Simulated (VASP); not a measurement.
# HfB3N (I4mm) in VASP: single point with PBE

Aim: the single point of HfB3N with PBE.

Everything below comes from runs of VASP 6.6.1. Logs are shortened: lines on timing, memory, paths and dates and some standing lists are left out, and cuts for length are marked.

### Step 1. The cell of the first run

The structure is tetragonal, space group I4mm (No. 107). The conventional cell has a = 3.405 Å, b = 3.405 Å, c = 7.739 Å, α = 90.00°, β = 90.00°, γ = 90.00°. Hf (site symmetry 4mm) has 5 N at 2.39 to 2.83 Å and 13 B at 2.54 to 2.75 Å within 3.2 Å. Within 2.4 Å of B (site symmetry 4mm) lie 4 B at 1.79 Å. B (site symmetry 2mm) has 2 N at 1.77 Å and 6 B at 1.79 to 2.41 Å and 4 Hf at 2.55 to 2.61 Å within 2.7 Å. Within 2.4 Å of N (site symmetry 4mm) lie 4 B at 1.77 Å and 1 Hf at 2.39 Å.

The cell was built from a structure type or drawn by symmetry, and may not be a known phase.

### Step 2. Single point, PBE

INCAR reads:

```
PREC     = Accurate       # precision mode
ENCUT    = 600            # plane-wave cutoff, eV
EDIFF    = 1E-6           # SCF threshold, eV
ISMEAR   = 0              # smearing method
SIGMA    = 0.2            # smearing width, eV
LREAL    = False          # projectors in reciprocal space
LASPH    = True           # aspherical terms in the spheres
NELM     = 120            # most SCF steps
ALGO     = Normal         # electronic algorithm
ISIF     = 2              # what is computed and relaxed
LWAVE    = False          # write WAVECAR
LCHARG   = False          # write CHGCAR
GGA      = PE             # functional
NBANDS   = 20             # bands
GGA_COMPAT= False
```

KPOINTS reads:

```
Automatic mesh
0
Gamma
  6 6 6
```

POSCAR reads:

```
HfB3N
1.0
   -1.7026646750      1.7026646750      3.8692928362
    1.7026646750     -1.7026646750      3.8692928362
    1.7026646750      1.7026646750     -3.8692928362
Hf B N
1 3 1
Direct
    0.0051382178      0.0051382178      0.0000000000
    0.3336175665      0.3336175665      0.0000000000
    0.7603443966      0.2603443966      0.5000000000
    0.2603443966      0.7603443966      0.5000000000
    0.6962554224      0.6962554224      0.0000000000
```

Potentials or basis: VASP PAW PBE potentials, release 64 (Hf_pv, B, N).

Run with:

```console
$ cat potpaw_PBE.64/Hf_pv/POTCAR potpaw_PBE.64/B/POTCAR potpaw_PBE.64/N/POTCAR > POTCAR
$ mpirun -np 1 vasp_std > vasp.out
```

OUTCAR:

```text
PREC = Accurate
   ENCUT = 600
   EDIFF = 1E-6
   ISMEAR = 0
   LREAL = False
   LASPH = True
   NELM = 120
   ISIF = 2
   GGA = PE

 ion  position               nearest neighbor table
   1  0.005  0.005  0.000-   5 2.39   2 2.54   3 2.55   4 2.55   4 2.55   3 2.55   3 2.61   4 2.61
                             3 2.61   4 2.61   2 2.75   2 2.75   2 2.75   2 2.75   5 2.83   5 2.83
   2  0.334  0.334  0.000-   3 1.79   4 1.79   4 1.79   3 1.79   1 2.54   1 2.75   1 2.75   1 2.75
                             1 2.75
   3  0.760  0.260  0.500-   5 1.77   5 1.77   2 1.79   2 1.79   1 2.55   1 2.55   1 2.61   1 2.61

   4  0.260  0.760  0.500-   5 1.77   5 1.77   2 1.79   2 1.79   1 2.55   1 2.55   1 2.61   1 2.61

   5  0.696  0.696  0.000-   4 1.77   3 1.77   3 1.77   4 1.77   1 2.39   1 2.83   1 2.83   1 2.83
                             1 2.83

  LATTYP: Found a body centered tetragonal cell.
 ALAT       =     3.4053293500
 C/A-ratio  =     2.2724925777

  Lattice vectors:

 A1 = (  -1.7026646750,   1.7026646750,   3.8692928362)
 A2 = (   1.7026646750,  -1.7026646750,   3.8692928362)
 A3 = (   1.7026646750,   1.7026646750,  -3.8692928362)

Analysis of symmetry for initial positions (statically):
=====================================================================
 Subroutine PRICEL returns:
 Original cell was already a primitive cell.

 Routine SETGRP: Setting up the symmetry group for a
 body centered tetragonal supercell.

 Subroutine GETGRP returns: Found  8 space group operations
 (whereof  8 operations were pure point group operations)
 out of a pool of 16 trial point group operations.

The static configuration has the point symmetry C_4v.

Analysis of symmetry for dynamics (positions and initial velocities):
=====================================================================
 Subroutine PRICEL returns:
 Original cell was already a primitive cell.

 Routine SETGRP: Setting up the symmetry group for a
 body centered tetragonal supercell.

 Subroutine GETGRP returns: Found  8 space group operations
 (whereof  8 operations were pure point group operations)
 out of a pool of 16 trial point group operations.

The dynamic configuration has the point symmetry C_4v.

 Subroutine INISYM returns: Found  8 space group operations
 (whereof  8 operations are pure point group operations),
 and found     1 'primitive' translations

----------------------------------------------------------------------------------------

                                     Primitive cell

  volume of cell :      44.8694

  direct lattice vectors                    reciprocal lattice vectors
    -1.702664675  1.702664675  3.869292836     0.000000000  0.293657352  0.129222579
     1.702664675 -1.702664675  3.869292836     0.293657352  0.000000000  0.129222579
     1.702664675  1.702664675 -3.869292836     0.293657352  0.293657352  0.000000000

  length of vectors
     4.557363387  4.557363387  4.557363387     0.320831911  0.320831911  0.415294210

  position of ions in fractional coordinates (direct lattice)
     0.005138218  0.005138218  0.000000000
     0.333617567  0.333617567  0.000000000
     0.760344397  0.260344397  0.500000000
     0.260344397  0.760344397  0.500000000
     0.696255422  0.696255422  0.000000000

  ion indices of the primitive-cell ions
   primitive index   ion index
                 1           1
                 2           2
                 3           3
                 4           4
                 5           5

----------------------------------------------------------------------------------------

 KPOINTS: Automatic mesh

Automatic generation of k-mesh.
 Grid dimensions read from file:
 generate k-points for:    6    6    6

 Generating k-lattice:

  Cartesian coordinates                     Fractional coordinates (reciprocal lattice)
     0.000000000  0.048942892  0.021537097     0.166666667  0.000000000  0.000000000
     0.048942892  0.000000000  0.021537097     0.000000000  0.166666667  0.000000000
     0.048942892  0.048942892  0.000000000     0.000000000  0.000000000  0.166666667

  Length of vectors
     0.053471985  0.053471985  0.069215702

  Shift w.r.t. Gamma in fractional coordinates (k-lattice)
     0.000000000  0.000000000  0.000000000

 Subroutine IBZKPT returns following result:
 ===========================================

 Found     30 irreducible k-points:

 Following reciprocal coordinates:
            Coordinates               Weight
  0.000000  0.000000  0.000000      1.000000
  0.166667 -0.000000  0.000000      8.000000
  0.333333 -0.000000  0.000000      8.000000
  0.500000 -0.000000  0.000000      4.000000
  0.166667  0.166667  0.000000      8.000000
  0.333333  0.166667  0.000000     16.000000
[... 16 lines left out ...]
 -0.333333 -0.333333  0.166667      8.000000
 -0.166667 -0.333333  0.166667      8.000000
 [... further k-points ...]
   k-points           NKPTS =     30   k-points in BZ     NKDIM =     30   number of bands    NBANDS=     20
   number of dos      NEDOS =    301   number of ions     NIONS =      5
   total plane-waves  NPLWV =  46656
   dimension x,y,z NGX =    36 NGY =   36 NGZ =   36
   dimension x,y,z NGXF=    72 NGYF=   72 NGZF=   72
   ions per type =               1   3   1
   NGX,Y,Z   is equivalent  to a cutoff of  13.13, 13.13, 13.13 a.u.
   NGXF,Y,Z  is equivalent  to a cutoff of  26.26, 26.26, 26.26 a.u.
 SYSTEM =  unknown system
   PREC   = accura    normal or accurate (medium, high low for compatibility)
   ISTART =      0    job   : 0-new  1-cont  2-samecut
   ICHARG =      2    charge: 1-file 2-atom 10-const
   ISPIN  =      1    spin polarized calculation?
   LNONCOLLINEAR =      F non collinear calculations
   LSORBIT =      F    spin-orbit coupling
   LASPH  =      T    aspherical Exc in radial PAW
   ENCUT  =  600.0 eV  44.10 Ry    6.64 a.u.   9.10  9.10  9.10*2*pi/ulx,y,z
   NELM   =    120;   NELMIN=  2; NELMDL= -5     # of ELM steps
   EDIFF  = 0.1E-05   stopping-criterion for ELM
   LREAL  =      F    real-space projection
   EDIFFG = 0.1E-04   stopping-criterion for IOM
   NSW    =      0    number of steps for IOM
   IBRION =     -1    ionic relax: 0-MD 1-quasi-New 2-CG
   NFREE  =      0    steps in history (QN), initial steepest desc. (CG)
   ISIF   =      2    stress and relaxation
   ISYM   =      2    0-nonsym 1-usesym 2-fastsym
   POTIM  = 0.5000    time-step for ionic-motion
   TEBEG  =    0.0;   TEEND  =   0.0 temperature during run
   PSTRESS=    0.0 pullay stress
   NELECT =      24.0000    total number of electrons
   NUPDOWN=      -1.0000    fix difference up-down
   EMIN   =  10.00;   EMAX   =-10.00  energy-range for DOS
   EFERMI =   0.00;   METHOD = LEGACY
   ISMEAR =     0;   SIGMA  =   0.20  broadening in eV -4-tet -1-fermi 0-gaus
   EFERMI_NEDOS =   21; number of points for ismear=-14 and -15
   IALGO  =     38    algorithm
   IMIX   =      4    mixing-type and parameters
     AMIX     =   0.40;   BMIX     =  1.00
     AMIX_MAG =   1.60;   BMIX_MAG =  1.00
  volume/ion in A,a.u.               =       8.97        60.56
  Fermi-wavevector in a.u.,A,eV,Ry     =   1.328909  2.511274 24.027883  1.766000
  Thomas-Fermi vector in A             =   2.458111
   LORBIT       =      0    0 simple, 1 ext, 2 COOP (PROOUT), +10 PAW based schemes
   GGA     = PE    functional components
   LHFCALC =     F    Hartree Fock is set to
   AEXX    =    0.0000 exact exchange contribution
   IVDW    =     0    specifies the selected vdW correction
   LEPSILON=     F    determine dielectric tensor
   LRPA    =     F    only Hartree local field effects (RPA)
 non-spin polarized calculation
 Gauss-broadening in eV      SIGMA  =   0.20
  energy-cutoff  :      600.00
  volume of cell :       44.87
 maximum number of plane-waves:      1526
   NGX = 19   NGY = 19   NGZ = 19

 number of electron      24.0000000 magnetization

 Free energy of the ion-electron system (eV)
  ---------------------------------------------------
  ext. energy  EPLUGINS =         0.00000000
  ---------------------------------------------------
  free energy    TOTEN  =       -36.45399799 eV

  energy without entropy =      -36.42104506  energy(sigma->0) =      -36.43752152

 E-fermi :   7.8694     XC(G=0): -12.3386

 val. band max:        7.8675898082   @ k =  -0.3333   0.1667  -0.0000
 cond. band min:       7.8695293367   @ k =   0.5000   0.5000   0.3333
 fundamental gap:      0.0019395285
 Fermi energy:         7.8694496264

 k-point     1 :       0.0000    0.0000    0.0000
  band No.  band energies     occupation
      1     -23.8650      2.00000
      2     -23.6651      2.00000
      3     -23.6651      2.00000
      4     -10.7854      2.00000
      5      -1.8776      2.00000
      6      -0.9326      2.00000
[... 12 lines left out ...]
     19      14.4879      0.00000
     20      14.4879      0.00000

 k-point     2 :       0.1667   -0.0000    0.0000
  band No.  band energies     occupation
      1     -23.8652      2.00000
      2     -23.7251      2.00000
      3     -23.6610      2.00000
      4     -10.5488      2.00000
      5      -3.0969      2.00000
      6      -0.6475      2.00000
[... 12 lines left out ...]
     19      13.9060      0.00000
     20      14.7972      0.00000

 k-point     3 :       0.3333   -0.0000    0.0000
  band No.  band energies     occupation
      1     -23.8708      2.00000
      2     -23.8373      2.00000
      3     -23.6526      2.00000
      4     -10.0120      2.00000
      5      -4.4601      2.00000
      6      -0.1064      2.00000
[... 12 lines left out ...]
     19      13.6250      0.00000
     20      15.5607      0.00000

 k-point     4 :       0.5000   -0.0000    0.0000
  band No.  band energies     occupation
      1     -23.9070      2.00000
      2     -23.8587      2.00000
      3     -23.6484      2.00000
      4      -9.6947      2.00000
      5      -5.0336      2.00000
      6       0.0883      2.00000
[... 429 lines left out ...]
 k-point    23 :      -0.3333   -0.3333    0.1667
  band No.  band energies     occupation
      1     -23.8969      2.00000
      2     -23.7247      2.00000
      3     -23.7215      2.00000
      4     -10.0052      2.00000
      5      -3.3749      2.00000
      6      -1.5057      2.00000
[... 12 lines left out ...]
     19      13.5904      0.00000
     20      15.4089      0.00000

 k-point    24 :      -0.1667   -0.3333    0.1667
  band No.  band energies     occupation
      1     -23.8923      2.00000
      2     -23.7274      2.00000
      3     -23.6637      2.00000
      4     -10.2930      2.00000
      5      -3.2115      2.00000
      6      -1.0609      2.00000
[... 12 lines left out ...]
     19      13.9650      0.00000
     20      15.3395      0.00000

 [... further k-points ...]

------------------------ aborting loop because EDIFF is reached ----------------------------------------

  FORCE on cell =-STRESS in cart. coord.  units (eV):
  Direction    XX          YY          ZZ          XY          YZ          ZX
  --------------------------------------------------------------------------------------
  -------------------------------------------------------------------------------------
  Total       -0.3140390     -0.3140390     -0.3407128      0.0000000      0.0000000      0.0000000
  in kB      -11.2135810    -11.2135810    -12.1660369      0.0000000      0.0000000      0.0000000
  external PRESSURE =     -11.5310663 kB  Pullay stress =       0.0000000 kB

 VOLUME and BASIS-vectors are now :
 -----------------------------------------------------------------------------
  energy-cutoff  :      600.00
  volume of cell :       44.87
      direct lattice vectors                 reciprocal lattice vectors
    -1.702664675  1.702664675  3.869292836     0.000000000  0.293657352  0.129222579
     1.702664675 -1.702664675  3.869292836     0.293657352  0.000000000  0.129222579
     1.702664675  1.702664675 -3.869292836     0.293657352  0.293657352  0.000000000

 POSITION                                       TOTAL-FORCE (eV/Angst)
 -----------------------------------------------------------------------------------
      0.00000      0.00000      0.03976        -0.000000     -0.000000     -0.068448
      0.00000      0.00000      2.58173         0.000000      0.000000     -0.004361
      0.00000      1.70266      2.01470        -0.000000      0.000000      0.047034
      1.70266      0.00000      2.01470         0.000000     -0.000000      0.047034
      0.00000      0.00000      5.38803        -0.000000     -0.000000     -0.021259
 -----------------------------------------------------------------------------------
    total drift:                               -0.000000     -0.000000      0.000555

  FREE ENERGIE OF THE ION-ELECTRON SYSTEM (eV)
  ---------------------------------------------------
  free  energy   TOTEN  =       -36.4539979901 eV

  energy  without entropy=      -36.4210450588  energy(sigma->0) =      -36.43752152
```

It took 44 s on 1 thread of Intel Xeon Platinum 8375C at 2.90GHz (Ice Lake), shared host; peak memory 0.22 GiB.

What came out:

```
Free energy            : -36.4540 eV
Pressure               : -1.2 GPa
Largest force          : 0.068 eV/Å
Band gap on the k mesh : zero (bands 12 and 13 overlap by 4.41 eV)
```

Forces in eV/Å, atoms in the order of the input:
```
Hf   0.000  0.000 -0.068
B    0.000  0.000 -0.004
B    0.000  0.000  0.047
B    0.000  0.000  0.047
N    0.000  0.000 -0.021
```

Stress tensor (GPa, compression positive):
```
-1.12  0.00  0.00
 0.00 -1.12  0.00
 0.00  0.00 -1.22
```

Caveat: spin-orbit coupling is left out, which moves the levels of the heavy elements.
